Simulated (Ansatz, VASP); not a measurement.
# HfN: VASP beside Ansatz

Contents of POSCAR:

```
HfN
1.0
    0.0000000000      2.4548220000      2.4548220000
    2.4548220000      0.0000000000      2.4548220000
    2.4548220000      2.4548220000      0.0000000000
Hf N
1 1
Direct
    0.0178220661      0.0178220661     -0.0178220661
    0.7500000000      0.7500000000      0.7500000000
```

File INCAR.step1:

```
SYSTEM = HfN
ALGO     = Normal         ! electronic algorithm
EDIFF    = 1E-4           ! SCF threshold, eV
ENCUT    = 520            ! plane-wave cutoff, eV
GGA      = PE             ! functional
ISMEAR   = 0              ! smearing method
LASPH    = .TRUE.         ! aspherical terms in the spheres
LCHARG   = .FALSE.        ! write CHGCAR
LREAL    = .FALSE.        ! projectors in reciprocal space
LWAVE    = .TRUE.         ! write WAVECAR
NBANDS   = 14             ! bands
NELM     = 60             ! most SCF steps
PREC     = Accurate       ! precision mode
SIGMA    = 0.15           ! smearing width, eV
```

INCAR.step2

```
SYSTEM = HfN
ALGO     = Normal         ! electronic algorithm
EDIFF    = 1E-6           ! SCF threshold, eV
ENCUT    = 520            ! plane-wave cutoff, eV
ISIF     = 2              ! what is computed and relaxed
ISMEAR   = 0              ! smearing method
ISTART   = 1            
LASPH    = .TRUE.         ! aspherical terms in the spheres
LCHARG   = .FALSE.        ! write CHGCAR
LMIXTAU  = .TRUE.       
LREAL    = .FALSE.        ! projectors in reciprocal space
LWAVE    = .FALSE.        ! write WAVECAR
METAGGA  = R2SCAN         ! meta-GGA
NBANDS   = 14             ! bands
NELM     = 60             ! most SCF steps
PREC     = Accurate       ! precision mode
SIGMA    = 0.15           ! smearing width, eV
```

File KPOINTS:

```
k-points
0
G
  16 16 16
  0 0 0
```

Input for Ansatz:

```yaml
crystal:
  lattice:
    - [0.0, 2.454822, 2.454822]
    - [2.454822, 0.0, 2.454822]
    - [2.454822, 2.454822, 0.0]
  atoms:
    - { symbol: Hf, position: [0.0178220661, 0.0178220661, -0.0178220661] }
    - { symbol: "N", position: [0.75, 0.75, 0.75] }
basis:
  ecutwfc: 500
kpoints:
  mp_grid: { grid: [16, 16, 16] }
hamiltonian:
  xc: r2scan
scf:
  occupations: { method: gaussian, width: 0.15 }
output:
  forces: true
  stress: true
  eigenvalues: true
```

Change from the starting cell: all Hf atoms moved +0.087 Å, as atom 1 along Cartesian [0 0 1].

Alike in both runs: task single point; functional r2SCAN; k mesh 16 × 16 × 16; occupations gaussian, width 0.15 eV; no spin polarisation.

```csv
,VASP,Ansatz
version,VASP 6.6.1,Ansatz 0.2.0
potentials or method,"VASP PAW PBE potentials, release 64 (Hf_pv, N), cutoff 520 eV","scalar-relativistic, plane waves, PAW"
valence electrons in the cell,15,31
```

|  | VASP | Ansatz | Ansatz less VASP |
| --- | --- | --- | --- |
| gap on the k mesh at the Fermi level (eV) | none | none | - |
| pressure (GPa) | -2.7 | -1.4 | +1.33 |
| traceless stress, the component that is largest in VASP (GPa) | -4.67 | -4.72 | -0.050 |
| rms of the force components (eV/Å) | 0.594 | 0.595 | +0.0007 |

VASP's potentials were made for PBE, not for r2SCAN. Atom by atom the forces differ by 0.001 eV/Å (rms over components). A gap of «none» marks a metal or a gap that the smearing closes. VASP's potentials hold 15 valence electrons a cell and Ansatz's 31, so a difference there can come from the potentials and not from the codes.

Spin-orbit coupling is off throughout.
